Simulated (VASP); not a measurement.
# Mg (P6_3/mmc) in VASP: a series of runs

The runs below take Mg through single point, with PBEsol, PBEsol+D3(BJ), PBEsol+D4.

All numbers are computed with VASP 6.6.1; they aren't measurements. Logs are shortened: lines on timing, memory, paths and dates and some standing lists are left out, and cuts for length are marked.

## Step 1: The cell of the first run

Symmetry: P6_3/mmc, No. 194, hexagonal system. The conventional cell has a = 3.177 Å, b = 3.177 Å, c = 10.319 Å, α = 90.00°, β = 90.00°, γ = 120.00°. Within 4.2 Å of Mg (site symmetry -6m2) lie 12 Mg at 3.17 to 3.18 Å. Mg (site symmetry -3m) has 12 Mg at 3.17 to 3.18 Å within 4.2 Å.

## Step 2: Single point, PBEsol

Input file INCAR:

```
SYSTEM = Mg
ALGO = Fast
EDIFF = 1E-6
ENCUT = 520
GGA = PS
ISIF = 2
ISMEAR = -1
LASPH = .TRUE.
LCHARG = .FALSE.
LREAL = .FALSE.
LWAVE = .FALSE.
NBANDS = 12
NELM = 100
PREC = Accurate
SIGMA = 0.05
```

Input file KPOINTS:

```
k-points
0
G
  10 10 3
  0 0 0
```

Input file POSCAR:

```
Mg
1.0
    3.1768261656      0.0000000000      0.0000000000
   -1.5884130828      2.7512121628      0.0000000000
    0.0000000000      0.0000000000     10.3188620100
Mg
4
Direct
    0.6666666667      0.3333333333      0.7500000000
    0.0000000000      0.0000000000      0.5000000000
    0.3333333333      0.6666666667      0.2500000000
    0.0000000000      0.0000000000      0.0000000000
```

Potentials or basis: VASP PAW PBE potentials, release 64 (Mg).

Run with:

```bash
$ cat potpaw_PBE.64/Mg/POTCAR > POTCAR
$ mpirun -np 1 vasp_std > vasp.out
```

OUTCAR:

```text
SYSTEM = Mg
   EDIFF = 1E-6
   ENCUT = 520
   GGA = PS
   ISIF = 2
   ISMEAR = -1
   LASPH = .TRUE.
   LREAL = .FALSE.
   NELM = 100
   PREC = Accurate

 ion  position               nearest neighbor table
   1  0.667  0.333  0.750-   2 3.17   4 3.17   2 3.17   4 3.17   2 3.17   4 3.17
   2  0.000  0.000  0.500-   1 3.17   3 3.17   3 3.17   1 3.17   1 3.17   3 3.17
   3  0.333  0.667  0.250-   2 3.17   4 3.17   2 3.17   4 3.17   2 3.17   4 3.17
   4  0.000  0.000  0.000-   1 3.17   3 3.17   3 3.17   1 3.17   1 3.17   3 3.17

  LATTYP: Found a hexagonal cell.
 ALAT       =     3.1768261656
 C/A-ratio  =     3.2481670296

  Lattice vectors:

 A1 = (   3.1768261656,   0.0000000000,   0.0000000000)
 A2 = (  -1.5884130828,   2.7512121628,   0.0000000000)
 A3 = (   0.0000000000,   0.0000000000,  10.3188620100)

Analysis of symmetry for initial positions (statically):
=====================================================================
 Subroutine PRICEL returns:
 Original cell was already a primitive cell.

 Routine SETGRP: Setting up the symmetry group for a
 hexagonal supercell.

 Subroutine GETGRP returns: Found 24 space group operations
 (whereof 12 operations were pure point group operations)
 out of a pool of 24 trial point group operations.

The static configuration has the point symmetry D_3d.
 The point group associated with its full space group is D_6h.

Analysis of symmetry for dynamics (positions and initial velocities):
=====================================================================
 Subroutine PRICEL returns:
 Original cell was already a primitive cell.

 Routine SETGRP: Setting up the symmetry group for a
 hexagonal supercell.

 Subroutine GETGRP returns: Found 24 space group operations
 (whereof 12 operations were pure point group operations)
 out of a pool of 24 trial point group operations.

The dynamic configuration has the point symmetry D_3d.
 The point group associated with its full space group is D_6h.

 Subroutine INISYM returns: Found 24 space group operations
 (whereof 12 operations are pure point group operations),
 and found     1 'primitive' translations

----------------------------------------------------------------------------------------

                                     Primitive cell

  volume of cell :      90.1881

  direct lattice vectors                    reciprocal lattice vectors
     3.176826166  0.000000000  0.000000000     0.314779578  0.181738074  0.000000000
    -1.588413083  2.751212163  0.000000000     0.000000000  0.363476148  0.000000000
     0.000000000  0.000000000 10.318862010     0.000000000  0.000000000  0.096909911

  length of vectors
     3.176826166  3.176826166 10.318862010     0.363476148  0.363476148  0.096909911

  position of ions in fractional coordinates (direct lattice)
     0.666666667  0.333333333  0.750000000
     0.000000000  0.000000000  0.500000000
     0.333333333  0.666666667  0.250000000
     0.000000000  0.000000000  0.000000000

  ion indices of the primitive-cell ions
   primitive index   ion index
                 1           1
                 2           2
                 3           3
                 4           4

----------------------------------------------------------------------------------------

 KPOINTS: k-points

Automatic generation of k-mesh.
 Grid dimensions read from file:
 generate k-points for:   10   10    3

 Generating k-lattice:

  Cartesian coordinates                     Fractional coordinates (reciprocal lattice)
     0.031477958  0.018173807  0.000000000     0.100000000 -0.000000000  0.000000000
     0.000000000  0.036347615  0.000000000     0.000000000  0.100000000  0.000000000
     0.000000000  0.000000000  0.032303304     0.000000000  0.000000000  0.333333333

  Length of vectors
     0.036347615  0.036347615  0.032303304

  Shift w.r.t. Gamma in fractional coordinates (k-lattice)
     0.000000000  0.000000000  0.000000000

 Subroutine IBZKPT returns following result:
 ===========================================

 Found     28 irreducible k-points:

 Following reciprocal coordinates:
            Coordinates               Weight
  0.000000  0.000000  0.000000      1.000000
  0.100000  0.000000  0.000000      6.000000
  0.200000  0.000000  0.000000      6.000000
  0.300000  0.000000  0.000000      6.000000
  0.400000  0.000000  0.000000      6.000000
  0.500000  0.000000  0.000000      3.000000
[... 16 lines left out ...]
  0.300000  0.100000  0.333333     24.000000
  0.400000  0.100000  0.333333     24.000000
 [... further k-points ...]
   k-points           NKPTS =     28   k-points in BZ     NKDIM =     28   number of bands    NBANDS=     12
   number of dos      NEDOS =    301   number of ions     NIONS =      4
   total plane-waves  NPLWV =  46080
   dimension x,y,z NGX =    24 NGY =   24 NGZ =   80
   dimension x,y,z NGXF=    48 NGYF=   48 NGZF=  160
   ions per type =               4
   NGX,Y,Z   is equivalent  to a cutoff of  12.56, 12.56, 12.89 a.u.
   NGXF,Y,Z  is equivalent  to a cutoff of  25.12, 25.12, 25.78 a.u.
 SYSTEM =  Mg
   PREC   = accura    normal or accurate (medium, high low for compatibility)
   ISTART =      0    job   : 0-new  1-cont  2-samecut
   ICHARG =      2    charge: 1-file 2-atom 10-const
   ISPIN  =      1    spin polarized calculation?
   LNONCOLLINEAR =      F non collinear calculations
   LSORBIT =      F    spin-orbit coupling
   LASPH  =      T    aspherical Exc in radial PAW
   ENCUT  =  520.0 eV  38.22 Ry    6.18 a.u.   5.91  5.91 19.19*2*pi/ulx,y,z
   NELM   =    100;   NELMIN=  2; NELMDL= -5     # of ELM steps
   EDIFF  = 0.1E-05   stopping-criterion for ELM
   LREAL  =      F    real-space projection
   EDIFFG = 0.1E-04   stopping-criterion for IOM
   NSW    =      0    number of steps for IOM
   IBRION =     -1    ionic relax: 0-MD 1-quasi-New 2-CG
   NFREE  =      0    steps in history (QN), initial steepest desc. (CG)
   ISIF   =      2    stress and relaxation
   ISYM   =      2    0-nonsym 1-usesym 2-fastsym
   POTIM  = 0.5000    time-step for ionic-motion
   TEBEG  =    0.0;   TEEND  =   0.0 temperature during run
   PSTRESS=    0.0 pullay stress
   NELECT =       8.0000    total number of electrons
   NUPDOWN=      -1.0000    fix difference up-down
   EMIN   =  10.00;   EMAX   =-10.00  energy-range for DOS
   EFERMI =   0.00;   METHOD = LEGACY
   ISMEAR =    -1;   SIGMA  =   0.05  broadening in eV -4-tet -1-fermi 0-gaus
   EFERMI_NEDOS =   21; number of points for ismear=-14 and -15
   IALGO  =     68    algorithm
   IMIX   =      4    mixing-type and parameters
     AMIX     =   0.40;   BMIX     =  1.00
     AMIX_MAG =   1.60;   BMIX_MAG =  1.00
  volume/ion in A,a.u.               =      22.55       152.15
  Fermi-wavevector in a.u.,A,eV,Ry     =   0.730110  1.379708  7.252733  0.533061
  Thomas-Fermi vector in A             =   1.821999
   LORBIT       =      0    0 simple, 1 ext, 2 COOP (PROOUT), +10 PAW based schemes
   GGA     = PS    functional components
   LHFCALC =     F    Hartree Fock is set to
   AEXX    =    0.0000 exact exchange contribution
   IVDW    =     0    specifies the selected vdW correction
   LEPSILON=     F    determine dielectric tensor
   LRPA    =     F    only Hartree local field effects (RPA)
 non-spin polarized calculation
 RMM-DIIS sequential band-by-band and
  energy-cutoff  :      520.00
  volume of cell :       90.19
 maximum number of plane-waves:      2456
 NGX is ok and might be reduce to    24
   NGX = 11   NGY = 11   NGZ = 39

 number of electron       8.0000000 magnetization

 Free energy of the ion-electron system (eV)
  ---------------------------------------------------
  ext. energy  EPLUGINS =         0.00000000
  ---------------------------------------------------
  free energy    TOTEN  =        -6.87529102 eV

  energy without entropy =       -6.85687744  energy(sigma->0) =       -6.86608423

 E-fermi :   2.7888     XC(G=0):  -8.5906

 val. band max:        2.7748630646   @ k =   0.3000   0.3000   0.0000
 cond. band min:       2.8436088161   @ k =   0.3000   0.3000   0.3333
 fundamental gap:      0.0687457516
 Fermi energy:         2.7887738989

 k-point     1 :       0.0000    0.0000    0.0000
  band No.  band energies     occupation
      1      -4.3216      2.00000
      2      -2.9150      2.00000
      3      -2.9139      2.00000
      4       0.9678      2.00000
      5       1.4446      2.00000
      6       7.7551      0.00000
      7       7.7643      0.00000
      8      13.7448      0.00000
      9      13.7448      0.00000
     10      13.8243      0.00000
     11      13.8243      0.00000
     12      14.5332      0.00000

 k-point     2 :       0.1000    0.0000    0.0000
  band No.  band energies     occupation
      1      -4.1224      2.00000
      2      -2.7188      2.00000
      3      -2.7177      2.00000
      4       1.1493      2.00000
      5       1.6378      2.00000
      6       7.8989      0.00000
      7       7.9200      0.00000
      8      10.9991      0.00000
      9      12.0485      0.00000
     10      12.1255      0.00000
     11      12.3045      0.00000
     12      13.2716      0.00000

 k-point     3 :       0.2000    0.0000    0.0000
  band No.  band energies     occupation
      1      -3.5273      2.00000
      2      -2.1325      2.00000
      3      -2.1317      2.00000
      4       1.6942      2.00000
      5       2.2055      1.99998
      6       7.6631      0.00000
      7       8.2126      0.00000
      8       8.6704      0.00000
      9       9.1816      0.00000
     10       9.3960      0.00000
     11      11.1424      0.00000
     12      11.7091      0.00000

 k-point     4 :       0.3000    0.0000    0.0000
  band No.  band energies     occupation
      1      -2.5439      2.00000
      2      -1.1642      2.00000
      3      -1.1637      2.00000
      4       2.6023      1.95313
      5       3.0674      0.00757
      6       5.1969      0.00000
      7       6.3278      0.00000
      8       6.4269      0.00000
      9       9.3030      0.00000
     10       9.3840      0.00000
     11       9.9361      0.00000
     12       9.9870      0.00000

 k-point     5 :       0.4000    0.0000    0.0000
  band No.  band energies     occupation
      1      -1.1849      2.00000
      2       0.1684      2.00000
      3       0.1695      2.00000
      4       2.5320      1.98829
      5       3.7751      0.00000
      6       3.8558      0.00000
      7       4.0935      0.00000
      8       4.8291      0.00000
      9       7.5570      0.00000
     10       8.0486      0.00000
     11       9.8178      0.00000
     12      10.0990      0.00000
[... 228 lines left out ...]
      1      -3.5688      2.00000
      2      -3.1012      2.00000
      3      -1.2545      2.00000
      4       0.1027      2.00000
      5       3.6928      0.00000
      6       5.8341      0.00000
      7       9.4407      0.00000
      8       9.6386      0.00000
      9      10.0512      0.00000
     10      10.1898      0.00000
     11      10.8905      0.00000
     12      11.7854      0.00000

 k-point    22 :       0.2000    0.1000    0.3333
  band No.  band energies     occupation
      1      -2.7809      2.00000
      2      -2.3172      2.00000
      3      -0.4873      2.00000
      4       0.8550      2.00000
      5       4.3686      0.00000
      6       6.2442      0.00000
      7       6.9065      0.00000
      8       7.3271      0.00000
      9       8.4736      0.00000
     10       8.6521      0.00000
     11       9.4613      0.00000
     12      10.2031      0.00000

 k-point    23 :       0.3000    0.1000    0.3333
  band No.  band energies     occupation
      1      -1.6116      2.00000
      2      -1.1542      2.00000
      3       0.6457      2.00000
      4       1.9509      2.00000
      5       4.0393      0.00000
      6       4.4747      0.00000
      7       5.6782      0.00000
      8       6.2480      0.00000
      9       7.2673      0.00000
     10       7.5063      0.00000
     11       8.3384      0.00000
     12       8.7404      0.00000

 k-point    24 :       0.4000    0.1000    0.3333
  band No.  band energies     occupation
      1      -0.0783      2.00000
      2       0.3666      2.00000
      3       1.7639      2.00000
      4       1.9335      2.00000
      5       2.5346      1.98768
      6       3.4690      0.00000
      7       4.1546      0.00000
      8       5.3453      0.00000
      9       6.7680      0.00000
     10       7.4848      0.00000
     11       8.1170      0.00000
     12       8.9207      0.00000

 [... further k-points ...]
[... 5 lines left out ...]
  --------------------------------------------------------------------------------------
  -------------------------------------------------------------------------------------
  Total       -0.0922993     -0.0922993      0.3986317      0.0000000      0.0000000      0.0000000
  in kB       -1.6396813     -1.6396813      7.0816282      0.0000000      0.0000000      0.0000000
  external PRESSURE =       1.2674219 kB  Pullay stress =       0.0000000 kB

 VOLUME and BASIS-vectors are now :
 -----------------------------------------------------------------------------
  energy-cutoff  :      520.00
  volume of cell :       90.19
      direct lattice vectors                 reciprocal lattice vectors
     3.176826166  0.000000000  0.000000000     0.314779578  0.181738074  0.000000000
    -1.588413083  2.751212163  0.000000000     0.000000000  0.363476148  0.000000000
     0.000000000  0.000000000 10.318862010     0.000000000  0.000000000  0.096909911

 POSITION                                       TOTAL-FORCE (eV/Angst)
 -----------------------------------------------------------------------------------
      1.58841      0.91707      7.73915         0.000000      0.000000      0.000000
      0.00000      0.00000      5.15943         0.000000      0.000000      0.000000
     -0.00000      1.83414      2.57972        -0.000000      0.000000     -0.000000
      0.00000      0.00000      0.00000         0.000000      0.000000      0.000000
 -----------------------------------------------------------------------------------
    total drift:                                0.000000     -0.000000      0.000000

  FREE ENERGIE OF THE ION-ELECTRON SYSTEM (eV)
  ---------------------------------------------------
  free  energy   TOTEN  =        -6.8752910209 eV

  energy  without entropy=       -6.8568774400  energy(sigma->0) =       -6.86608423
```

Wall time 23 s (1 thread of AMD EPYC 7R13 (Zen 3), shared host); peak memory 0.17 GiB.

What came out:

* Free energy: -6.8753 eV
* Pressure: 0.1 GPa
* Band gap on the k mesh: zero (band 4 reaches 3.33 eV, above the bottom of band 5 at 1.44 eV)

Stress tensor (GPa, compression positive):
```
-0.16  0.00  0.00
 0.00 -0.16  0.00
 0.00  0.00  0.71
```

Caveat: the PAW data sets were made with another functional, which shifts forces and pressure a little.

(Part 1 of 3 ends here.)
